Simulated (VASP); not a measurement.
# GaSb (Immm) in VASP: settings compared

Aim: see how the results for GaSb move with the level of theory and the settings. Levels: PBEsol-based global hybrid with 25 % exact exchange, LDA. Tasks: single point, relaxation of cell and atoms.

Everything below comes from runs of VASP 6.6.1. Logs are shortened: lines on timing, memory, paths and dates and some standing lists are left out, and cuts for length are marked.

## Step 1: The cell of the first run

The structure is orthorhombic, space group Immm (No. 71). The conventional cell has a = 3.320 Å, b = 4.770 Å, c = 5.604 Å, α = 90.00°, β = 90.00°, γ = 90.00°. Within 3.7 Å of Sb (site symmetry mmm) lie 6 Ga at 2.80 to 2.91 Å and 2 Sb at 3.32 Å. Within 3.7 Å of Ga (site symmetry mmm) lie 6 Sb at 2.80 to 2.91 Å and 2 Ga at 3.32 Å.

## Step 2: Single point, PBEsol-based global hybrid with 25 % exact exchange

Input file POSCAR:

```
GaSb
1.0
   -1.6602412867      2.3850133692      2.8021340014
    1.6602412867     -2.3850133692      2.8021340014
    1.6602412867      2.3850133692     -2.8021340014
Sb Ga
1 1
Direct
    0.5000000000      0.5000000000      0.0000000000
    0.0000000000      0.0000000000      0.0000000000
```

Input file INCAR.step1:

```
PREC = Accurate
ENCUT = 520
EDIFF = 1E-5
ISMEAR = -1
SIGMA = 0.05
LREAL = F
LASPH = T
NELM = 100
ALGO = Normal
ISIF = 2
LWAVE = T
LCHARG = F
NBANDS = 16
GGA = PE
```

Input file INCAR.step2:

```
PREC = Accurate
ENCUT = 520
EDIFF = 1E-7
ISMEAR = -1
SIGMA = 0.05
LREAL = F
LASPH = T
NELM = 100
ALGO = Normal
ISIF = 2
LWAVE = F
LCHARG = F
GGA = PS
LHFCALC = T
AEXX = 0.25
PRECFOCK = Normal
NBANDS = 16
ISTART = 1
```

Input file KPOINTS:

```
regular mesh
0
Gamma
  5 5 5
```

Potentials or basis: VASP PAW PBE potentials, release 64 (Sb, Ga_d).

Started as:

```console
$ cat potpaw_PBE.64/Sb/POTCAR potpaw_PBE.64/Ga_d/POTCAR > POTCAR
$ cp INCAR.step1 INCAR
$ mpirun -np 1 vasp_std > vasp.out
$ cp INCAR.step2 INCAR
$ mpirun -np 1 vasp_std > vasp.out
```

OUTCAR:

```text
PREC = Accurate
   ENCUT = 520
   EDIFF = 1E-7
   ISMEAR = -1
   LREAL = F
   LASPH = T
   NELM = 100
   ISIF = 2
   GGA = PS
   LHFCALC = T
   AEXX = 0.25
   PRECFOCK = Normal
   ISTART = 1

 ion  position               nearest neighbor table
   1  0.500  0.500  0.000-   2 2.80   2 2.80   2 2.91   2 2.91   2 2.91   2 2.91
   2  0.000  0.000  0.000-   1 2.80   1 2.80   1 2.91   1 2.91   1 2.91   1 2.91

  LATTYP: Found a body centered orthorhombic cell.
 ALAT       =     3.3204825734
 B/A-ratio  =     1.4365462348
 C/A-ratio  =     1.6877872053

  Lattice vectors:

 A1 = (  -1.6602412867,   2.3850133692,   2.8021340014)
 A2 = (   1.6602412867,  -2.3850133692,   2.8021340014)
 A3 = (   1.6602412867,   2.3850133692,  -2.8021340014)

Analysis of symmetry for initial positions (statically):
=====================================================================
 Subroutine PRICEL returns:
 Original cell was already a primitive cell.

 Routine SETGRP: Setting up the symmetry group for a
 body centered orthorhombic supercell.

 Subroutine GETGRP returns: Found  8 space group operations
 (whereof  8 operations were pure point group operations)
 out of a pool of  8 trial point group operations.

The static configuration has the point symmetry D_2h.

Analysis of symmetry for dynamics (positions and initial velocities):
=====================================================================
 Subroutine PRICEL returns:
 Original cell was already a primitive cell.

 Routine SETGRP: Setting up the symmetry group for a
 body centered orthorhombic supercell.

 Subroutine GETGRP returns: Found  8 space group operations
 (whereof  8 operations were pure point group operations)
 out of a pool of  8 trial point group operations.

The dynamic configuration has the point symmetry D_2h.

 Subroutine INISYM returns: Found  8 space group operations
 (whereof  8 operations are pure point group operations),
 and found     1 'primitive' translations

----------------------------------------------------------------------------------------

                                     Primitive cell

  volume of cell :      44.3824

  direct lattice vectors                    reciprocal lattice vectors
    -1.660241287  2.385013369  2.802134001     0.000000000  0.209642431  0.178435435
     1.660241287 -2.385013369  2.802134001     0.301161044  0.000000000  0.178435435
     1.660241287  2.385013369 -2.802134001     0.301161044  0.209642431  0.000000000

  length of vectors
     4.036910312  4.036910312  4.036910312     0.275298299  0.350053109  0.366944033

  position of ions in fractional coordinates (direct lattice)
     0.500000000  0.500000000  0.000000000
     0.000000000  0.000000000  0.000000000

  ion indices of the primitive-cell ions
   primitive index   ion index
                 1           1
                 2           2

----------------------------------------------------------------------------------------

 KPOINTS: regular mesh

Automatic generation of k-mesh.
 Grid dimensions read from file:
 generate k-points for:    5    5    5

 Generating k-lattice:

  Cartesian coordinates                     Fractional coordinates (reciprocal lattice)
     0.000000000  0.041928486  0.035687087     0.200000000 -0.000000000  0.000000000
     0.060232209  0.000000000  0.035687087     0.000000000  0.200000000  0.000000000
     0.060232209  0.041928486  0.000000000     0.000000000 -0.000000000  0.200000000

  Length of vectors
     0.055059660  0.070010622  0.073388807

  Shift w.r.t. Gamma in fractional coordinates (k-lattice)
     0.000000000  0.000000000  0.000000000

 Subroutine IBZKPT returns following result:
 ===========================================

 Found     27 irreducible k-points:

 Following reciprocal coordinates:
            Coordinates               Weight
  0.000000  0.000000  0.000000      1.000000
  0.200000  0.000000  0.000000      4.000000
  0.400000  0.000000  0.000000      4.000000
  0.000000  0.200000 -0.000000      4.000000
  0.200000  0.200000 -0.000000      8.000000
  0.400000  0.200000  0.000000      8.000000
[... 16 lines left out ...]
 -0.400000 -0.200000  0.200000      4.000000
 -0.200000 -0.200000  0.200000      2.000000
 [... further k-points ...]
   k-points           NKPTS =     27   k-points in BZ     NKDIM =    125   number of bands    NBANDS=     16
   number of dos      NEDOS =    301   number of ions     NIONS =      2
   total plane-waves  NPLWV =  27000
   dimension x,y,z NGX =    30 NGY =   30 NGZ =   30
   dimension x,y,z NGXF=    60 NGYF=   60 NGZF=   60
   ions per type =               1   1
   NGX,Y,Z   is equivalent  to a cutoff of  12.35, 12.35, 12.35 a.u.
   NGXF,Y,Z  is equivalent  to a cutoff of  24.71, 24.71, 24.71 a.u.
 SYSTEM =  unknown system
   PREC   = accura    normal or accurate (medium, high low for compatibility)
   ISTART =      1    job   : 0-new  1-cont  2-samecut
   ICHARG =      0    charge: 1-file 2-atom 10-const
   ISPIN  =      1    spin polarized calculation?
   LNONCOLLINEAR =      F non collinear calculations
   LSORBIT =      F    spin-orbit coupling
   LASPH  =      T    aspherical Exc in radial PAW
   ENCUT  =  520.0 eV  38.22 Ry    6.18 a.u.   7.51  7.51  7.51*2*pi/ulx,y,z
   NELM   =    100;   NELMIN=  2; NELMDL=  0     # of ELM steps
   EDIFF  = 0.1E-06   stopping-criterion for ELM
   LREAL  =      F    real-space projection
   EDIFFG = 0.1E-05   stopping-criterion for IOM
   NSW    =      0    number of steps for IOM
   IBRION =     -1    ionic relax: 0-MD 1-quasi-New 2-CG
   NFREE  =      0    steps in history (QN), initial steepest desc. (CG)
   ISIF   =      2    stress and relaxation
   ISYM   =      3    0-nonsym 1-usesym 2-fastsym
   POTIM  = 0.5000    time-step for ionic-motion
   TEBEG  =    0.0;   TEEND  =   0.0 temperature during run
   PSTRESS=    0.0 pullay stress
   NELECT =      18.0000    total number of electrons
   NUPDOWN=      -1.0000    fix difference up-down
   EMIN   =  10.00;   EMAX   =-10.00  energy-range for DOS
   EFERMI =   0.00;   METHOD = LEGACY
   ISMEAR =    -1;   SIGMA  =   0.05  broadening in eV -4-tet -1-fermi 0-gaus
   EFERMI_NEDOS =   21; number of points for ismear=-14 and -15
   IALGO  =     38    algorithm
   IMIX   =      1    mixing-type and parameters
     AMIX     =   0.40;   BMIX     =  1.00
     AMIX_MAG =   1.60;   BMIX_MAG =  1.00
  volume/ion in A,a.u.               =      22.19       149.75
  Fermi-wavevector in a.u.,A,eV,Ry     =   1.211794  2.289958 19.979393  1.468444
  Thomas-Fermi vector in A             =   2.347298
   LORBIT       =      0    0 simple, 1 ext, 2 COOP (PROOUT), +10 PAW based schemes
   GGA     = PS    functional components
   LHFCALC =     T    Hartree Fock is set to
   PRECFOCK=normal    Normal, Fast or Accurate (Low or Medium for compatibility)
   ENCUT4O =  -1.0   cutoff for four orbital integrals eV
   NKREDX  =     1    reduce k-point grid by
   NKREDY  =     1    reduce k-point grid by
   NKREDZ  =     1    reduce k-point grid by
   AEXX    =    0.2500 exact exchange contribution
   HFSCREEN=    0.0000 screening length (either q_TF or 0.3 A-1)
   HFSCREENC=   0.0000 screening length for correlation (either q_TF or 0.3 A-1)
   ENCUTFOCK=  -1.0 apply spherical cutoff to Coloumb kernel
   IVDW    =     0    specifies the selected vdW correction
   LEPSILON=     F    determine dielectric tensor
   LRPA    =     F    only Hartree local field effects (RPA)
 non-spin polarized calculation
  energy-cutoff  :      520.00
  volume of cell :       44.38
 maximum number of plane-waves:      1207
 NGX is ok and might be reduce to    30
  NGX = 24; NGY = 24; NGZ = 24

 number of electron      17.9999997 magnetization

 Free energy of the ion-electron system (eV)
  ---------------------------------------------------
  ext. energy  EPLUGINS =         0.00000000
  ---------------------------------------------------
  free energy    TOTEN  =        -9.83169376 eV

  energy without entropy =       -9.82808936  energy(sigma->0) =       -9.82989156

 E-fermi :   7.2760     XC(G=0):  -8.4703

 val. band max:        6.7770766096   @ k =  -0.2000   0.2000   0.2000
 cond. band min:       7.3308927306   @ k =  -0.2000   0.4000  -0.0000
 fundamental gap:      0.5538161209
 Fermi energy:         7.2759509622

 k-point     1 :       0.0000    0.0000    0.0000
  band No.  band energies     occupation
      1     -11.0335      2.00000
      2     -10.9872      2.00000
      3     -10.9785      2.00000
      4     -10.9666      2.00000
      5     -10.9418      2.00000
      6      -7.2012      2.00000
[... 8 lines left out ...]
     15      16.9433      0.00000
     16      17.8721      0.00000

 k-point     2 :       0.2000    0.0000    0.0000
  band No.  band energies     occupation
      1     -11.0337      2.00000
      2     -10.9882      2.00000
      3     -10.9863      2.00000
      4     -10.9618      2.00000
      5     -10.9399      2.00000
      6      -6.7307      2.00000
[... 8 lines left out ...]
     15      16.2647      0.00000
     16      19.2035      0.00000

 k-point     3 :       0.4000    0.0000    0.0000
  band No.  band energies     occupation
      1     -11.0363      2.00000
      2     -10.9973      2.00000
      3     -10.9904      2.00000
      4     -10.9542      2.00000
      5     -10.9362      2.00000
      6      -5.4607      2.00000
[... 8 lines left out ...]
     15      17.0818      0.00000
     16      19.6031      0.00000

 k-point     4 :       0.0000    0.2000   -0.0000
  band No.  band energies     occupation
      1     -11.0071      2.00000
      2     -11.0032      2.00000
      3     -10.9861      2.00000
      4     -10.9582      2.00000
      5     -10.9528      2.00000
      6      -6.4078      2.00000
[... 8 lines left out ...]
     15      15.0286      0.00000
     16      20.3462      0.00000
[... 324 lines left out ...]
 k-point    22 :       0.4000   -0.2000    0.2000
  band No.  band energies     occupation
      1     -11.0432      2.00000
      2     -11.0103      2.00000
      3     -10.9883      2.00000
      4     -10.9472      2.00000
      5     -10.9342      2.00000
      6      -4.8027      2.00000
[... 8 lines left out ...]
     15      18.8455      0.00000
     16      20.0315      0.00000

 k-point    23 :      -0.4000   -0.2000    0.2000
  band No.  band energies     occupation
      1     -11.0412      2.00000
      2     -11.0176      2.00000
      3     -10.9847      2.00000
      4     -10.9462      2.00000
      5     -10.9347      2.00000
      6      -5.2385      2.00000
[... 8 lines left out ...]
     15      19.3813      0.00000
     16      21.0238      0.00000

 k-point    24 :      -0.2000   -0.2000    0.2000
  band No.  band energies     occupation
      1     -11.0338      2.00000
      2     -11.0044      2.00000
      3     -10.9843      2.00000
      4     -10.9553      2.00000
      5     -10.9384      2.00000
      6      -6.4067      2.00000
[... 8 lines left out ...]
     15      17.2957      0.00000
     16      19.5739      0.00000

 [... further k-points ...]

------------------------ aborting loop because EDIFF is reached ----------------------------------------

  FORCE on cell =-STRESS in cart. coord.  units (eV):
  Direction    XX          YY          ZZ          XY          YZ          ZX
  --------------------------------------------------------------------------------------
  -------------------------------------------------------------------------------------
  Total       -0.1658855     -0.2069453     -0.2012093      0.0000000      0.0000000      0.0000000
  in kB       -5.9883633     -7.4705964     -7.2635284      0.0000000      0.0000000      0.0000000
  external PRESSURE =      -6.9074960 kB  Pullay stress =       0.0000000 kB

 VOLUME and BASIS-vectors are now :
 -----------------------------------------------------------------------------
  energy-cutoff  :      520.00
  volume of cell :       44.38
      direct lattice vectors                 reciprocal lattice vectors
    -1.660241287  2.385013369  2.802134001     0.000000000  0.209642431  0.178435435
     1.660241287 -2.385013369  2.802134001     0.301161044  0.000000000  0.178435435
     1.660241287  2.385013369 -2.802134001     0.301161044  0.209642431  0.000000000

 POSITION                                       TOTAL-FORCE (eV/Angst)
 -----------------------------------------------------------------------------------
      0.00000      0.00000      2.80213        -0.000000     -0.000000      0.000000
      0.00000      0.00000      0.00000         0.000000      0.000000     -0.000000
 -----------------------------------------------------------------------------------
    total drift:                               -0.000000     -0.000000     -0.000000

  FREE ENERGIE OF THE ION-ELECTRON SYSTEM (eV)
  ---------------------------------------------------
  free  energy   TOTEN  =        -9.8316937620 eV

  energy  without entropy=       -9.8280893599  energy(sigma->0) =       -9.82989156
```

It took 89 min on 1 thread of Intel Xeon Platinum 8259CL at 2.50GHz (Skylake/Cascade Lake), shared host; peak memory 0.21 GiB.

Results:

```yaml
Free_energy: -9.8317 eV
Pressure: -0.7 GPa
Band_gap_on_the_k_mesh: zero (bands 9 and 10 overlap by 6.41 eV)
```

Caveat: the k points lie up to 0.44 Å⁻¹ apart, too coarse for converged energies and pressures of a metal; the PAW data sets were made with another functional, which shifts forces and pressure a little; spin-orbit coupling is left out, which moves the levels of the heavy elements.

## Step 3: Relaxation of cell and atoms, LDA, non-collinear spin, zero start, spin-orbit coupling

This run uses another cell than the first one, of 24.08 Å³/atom.

Input file INCAR:

```
SYSTEM = GaSb
PREC = Accurate
ENCUT = 600
EDIFF = 1E-7
ISMEAR = -1
SIGMA = 0.05
LREAL = .False.
LASPH = .True.
NELM = 150
ALGO = Normal
ISIF = 3
LWAVE = .False.
LCHARG = .False.
MAGMOM = 0 0 0 0 0 0
LORBIT = 11
LSORBIT = .True.
GGA_COMPAT = .False.
LORBMOM = .True.
IBRION = 2
NSW = 80
EDIFFG = -0.02
LUSENCCL = .False.
```

Input file KPOINTS:

```
regular mesh
0
Gamma
  7 7 7
  0 0 0
```

Input file POSCAR:

```
GaSb
1.0
   -1.5559010000      2.6750030000      2.8933130000
    1.5559010000     -2.6750030000      2.8933130000
    1.5559010000      2.6750030000     -2.8933130000
Sb Ga
1 1
Direct
    0.5000000000      0.5000000000      0.0000000000
    0.0000000000      0.0000000000      0.0000000000
```

Potentials or basis: VASP PAW LDA potentials, release 64 (Sb, Ga_d).

Started as:

```console
$ cat potpaw_LDA.64/Sb/POTCAR potpaw_LDA.64/Ga_d/POTCAR > POTCAR
$ mpirun -np 1 vasp_ncl > vasp.out
```

Wall time 5.5 min (1 × NVIDIA H100 80GB with 1 thread of Intel Xeon Platinum 8481C at 2.70GHz (Sapphire Rapids), shared host); peak memory 1.5 GiB.

Results (log left out):

| Property | Result |
| --- | --- |
| Free energy | -8.5008 eV |
| Relaxed volume | 22.23 Å³/atom |
| Relaxed cell | a = 4.119 Å, b = 4.119 Å, c = 4.119 Å, α = 136.64°, β = 101.56°, γ = 94.17° |
| Space group after relaxing (to 0.1 Å) | Immm (No. 71) |
| Energy gained by relaxing | 28.5 meV/atom |
| Ionic steps | 5 |
| Pressure after relaxing | 0.0 GPa |
| Net moment | 0.00 μB per cell |
| Valence electrons inside the program's atomic spheres | Sb 2.46; Ga 11.56 |

Stress tensor (GPa, compression positive):
```
-0.03  0.00  0.00
 0.00 -0.09  0.00
 0.00  0.00  0.03
```

Step by step:
| step | energy change (eV) | largest force (eV/Å) | pressure (GPa) | volume (Å³) |
| --- | --- | --- | --- | --- |
| 1 | 0.0000 | 0.0000 | -4.49 | 48.17 |
| 2 | -0.0536 | 0.0000 | 1.33 | 43.62 |
| 3 | -0.0570 | 0.0000 | 0.00 | 44.44 |
| 4 | -0.0569 | 0.0000 | 0.11 | 44.37 |
| 5 | -0.0570 | 0.0000 | -0.03 | 44.46 |

Final structure:
```
Sb Ga
1.0
    -1.52171    2.60431    2.80463
     1.52171   -2.60431    2.80463
     1.52171    2.60431   -2.80463
Sb Ga
1 1
Cartesian
  1.5217 2.6043 0.0000
  0.0000 0.0000 0.0000
```

Moments on the atoms (μB; x, y, z):
```
Sb  0.00 0.00 0.00
Ga  0.00 0.00 0.00
```

The gap in the log of VASP goes by the Fermi energy; the results here count the filled bands.